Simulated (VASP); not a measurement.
# Mg12Cu (a cell with a defect) in VASP: notebook, part 2 of 2

VASP 6.6.1. The steps go on from the part before.

### Step 5. Single point, PBE+D3(BJ)

Contents of INCAR:

```
SYSTEM = Mg12Cu
PREC     = Accurate       ! precision mode
ENCUT    = 520            ! plane-wave cutoff, eV
EDIFF    = 1E-7           ! SCF threshold, eV
ISMEAR   = -1             ! smearing method
SIGMA    = 0.05           ! smearing width, eV
LREAL    = .False.        ! projectors in reciprocal space
LASPH    = .True.         ! aspherical terms in the spheres
NELM     = 80             ! most SCF steps
ALGO     = Normal         ! electronic algorithm
ISIF     = 2              ! what is computed and relaxed
LWAVE    = .False.        ! write WAVECAR
LCHARG   = .True.         ! write CHGCAR
GGA      = PE             ! functional
IVDW     = 12             ! dispersion correction
LELF     = .True.         ! ELF
LVHAR    = .True.       
NBANDS   = 30             ! bands
```

Contents of KPOINTS:

```
Automatic mesh
0
Gamma
  3 2 3
  0 0 0
```

Contents of POSCAR:

```
Mg12Cu
1.0
    6.4200000000      0.0000000000      0.0000000000
   -4.8150000000      8.3398250000      0.0000000000
    0.0000000000      0.0000000000      5.2130400000
Mg Cu
12 1
Direct
    0.0437521945      0.0080897381      0.0119475392
    0.1428887258      0.2414154973      0.5407023541
   -0.0113643234      0.3195264889      0.0684863343
    0.2771913187      0.6106764830      0.4678262588
    0.0211409605      0.6448271996     -0.0184711800
    0.1269833792      0.8549813695      0.5022286420
    0.5020129548     -0.0271588433     -0.0181343324
    0.5395927809      0.1591685677      0.4662012952
    0.5167792863      0.3318054036     -0.0232520756
    0.6763759034      0.5407697404      0.4703760186
    0.5640938269      0.6762816966     -0.0212574621
    0.7096468524      0.9131401438      0.4905855317
   -0.1042121765      0.3962591541      0.6279138468
```

Potentials or basis: VASP PAW PBE potentials, release 64 (Mg, Cu).

Run with:

```console
$ cat potpaw_PBE.64/Mg/POTCAR potpaw_PBE.64/Cu/POTCAR > POTCAR
$ mpirun -np 1 vasp_std > vasp.out
```

OUTCAR:

```text
SYSTEM = Mg12Cu
   PREC = Accurate
   ENCUT = 520
   EDIFF = 1E-7
   ISMEAR = -1
   LREAL = .False.
   LASPH = .True.
   NELM = 80
   ISIF = 2
   GGA = PE
   IVDW = 12
 IVDW          = 12

 ion  position               nearest neighbor table
   1  0.044  0.008  0.012-   9 3.08  12 3.11   6 3.13   7 3.13  11 3.14   2 3.17   3 3.20   6 3.21
                            12 3.30   7 3.32   2 3.41   5 3.43   8 3.64
   2  0.143  0.241  0.541-  13 2.70   3 2.89  12 3.00   8 3.05   9 3.10   3 3.14   1 3.17  10 3.21
                             4 3.24   1 3.41   8 3.57   9 3.62
   3  0.989  0.320  0.068-  13 2.57   2 2.89   5 3.07   9 3.13  13 3.14   2 3.14   1 3.20   4 3.23
                             8 3.25   7 3.27   9 3.37  11 3.60
   4  0.277  0.611  0.468-  13 2.43  12 2.85  10 2.96   6 2.96  11 3.02  11 3.12   5 3.13   3 3.23
                             2 3.24   5 3.24  10 3.57
   5  0.021  0.645  0.982-  13 2.80   3 3.07   6 3.07  11 3.10   7 3.12   4 3.13   9 3.13  10 3.19
                             4 3.24   6 3.25  10 3.28  11 3.34   1 3.43
   6  0.127  0.855  0.502-   8 2.81   4 2.96  10 2.97  12 3.00   5 3.07   1 3.13   1 3.21   5 3.25
                             7 3.26   7 3.42  12 3.50
[... 557 lines left out ...]
 E8    (eV) :    -1.7337

  FORCE on cell =-STRESS in cart. coord.  units (eV):
  Direction    XX          YY          ZZ          XY          YZ          ZX
  --------------------------------------------------------------------------------------
  -------------------------------------------------------------------------------------
  Total      -0.32023     2.25632    -3.46198     1.48876    -0.82815     1.76130
  in kB      -1.83822    12.95177   -19.87246     8.54580    -4.75373    10.11024
  external pressure =       -2.92 kB  Pullay stress =        0.00 kB

 VOLUME and BASIS-vectors are now :
 -----------------------------------------------------------------------------
  energy-cutoff  :      520.00
  volume of cell :      279.11
      direct lattice vectors                 reciprocal lattice vectors
     6.420000000  0.000000000  0.000000000     0.155763240  0.089929945  0.000000000
    -4.815000000  8.339825000  0.000000000     0.000000000  0.119906593  0.000000000
     0.000000000  0.000000000  5.213040000     0.000000000  0.000000000  0.191826650

 POSITION                                       TOTAL-FORCE (eV/Angst)
 -----------------------------------------------------------------------------------
      0.24194      0.06747      0.06228        -0.002887      0.000786      0.015097
     -0.24507      2.01336      2.81870        -0.011366     -0.029632      0.094698
      4.80852      2.66480      0.35702         0.018074      0.008767      0.153541
     -1.16084      5.09293      2.43880        -0.016988     -0.042468     -0.092600
     -2.96912      5.37775      5.11675        -0.005471      0.026400     -0.053284
     -3.30150      7.13039      2.61814         0.017606      0.016050     -0.011116
     -1.46131      8.11332      5.11850         0.005375      0.035717     -0.053157
      2.69779      1.32744      2.43033         0.008280      0.028819     -0.096764
      1.72008      2.76720      5.09183         0.004316      0.001772     -0.066666
      1.73853      4.50993      2.45209         0.021894     -0.000291     -0.088188
      0.36519      5.64007      5.10222        -0.015644     -0.013327     -0.064204
      0.15916      7.61543      2.55744        -0.018139     -0.024746     -0.036531
      3.84297      3.30473      3.27334        -0.005052     -0.007846      0.299175
 -----------------------------------------------------------------------------------
    total drift:                                0.000094     -0.000173      0.000080

  FREE ENERGIE OF THE ION-ELECTRON SYSTEM (eV)
  ---------------------------------------------------
  free  energy   TOTEN  =       -24.4444010570 eV

  energy  without entropy=      -24.3831192770  energy(sigma->0) =      -24.41376017
```

It took 2.5 min on 1 thread of Intel Xeon 8259CL, shared host; peak memory 0.39 GiB.

What came out:

```
Free energy                : -24.4444 eV
Pressure                   : -0.3 GPa
Largest force              : 0.299 eV/Å
Band gap on the k mesh     : zero (an odd number of electrons rules out a gap without spin polarisation)
Dispersion energy per atom : -0.305 eV
```

Forces on the atoms (eV/Å):
```
Mg  -0.003  0.001  0.015
Mg  -0.011 -0.030  0.095
Mg   0.018  0.009  0.154
Mg  -0.017 -0.042 -0.093
Mg  -0.005  0.026 -0.053
Mg   0.018  0.016 -0.011
Mg   0.005  0.036 -0.053
Mg   0.008  0.029 -0.097
Mg   0.004  0.002 -0.067
Mg   0.022  0.000 -0.088
Mg  -0.016 -0.013 -0.064
Mg  -0.018 -0.025 -0.037
Cu  -0.005 -0.008  0.299
```

Stress tensor (GPa, compression positive):
```
-0.18  0.85  1.01
 0.85  1.30 -0.48
 1.01 -0.48 -1.99
```

Levels at points of the mesh, in eV from the Fermi level:
```
           k point  band 14  band 15  band 16  band 17  band 18  band 19  band 20  band 21
(0.00, 0.00, 0.00)    -1.36    -0.39    -0.18     0.13     0.19     0.48     0.61     1.32
(0.00, 0.50, 0.00)    -1.31    -1.26    -0.85    -0.79    -0.46     0.00     1.61     1.63
```

Caveat: the k points lie up to 0.40 Å⁻¹ apart, too coarse for converged energies and pressures of a metal.

### Step 6. The runs side by side

| cell | gap on the mesh (eV) | pressure (GPa) | largest force (eV/Å) |
| --- | --- | --- | --- |
| as given, atomic positions A | none | -0.3 | 0.02 |
| as given, atomic positions B | none | -0.3 | 0.02 |
| as given, atomic positions C | none | -0.3 | 0.30 |

Alike in all rows: task single point; level PBE+D3(BJ); potentials or basis VASP PAW PBE potentials, release 64 (Mg, Cu); no spin polarisation; k mesh 3 × 2 × 3; cutoff (eV) 520; smearing fermi-dirac 0.05 eV.

Caveats: all runs use coarse meshes.

Absolute energies hang on the potentials; compare differences alone.
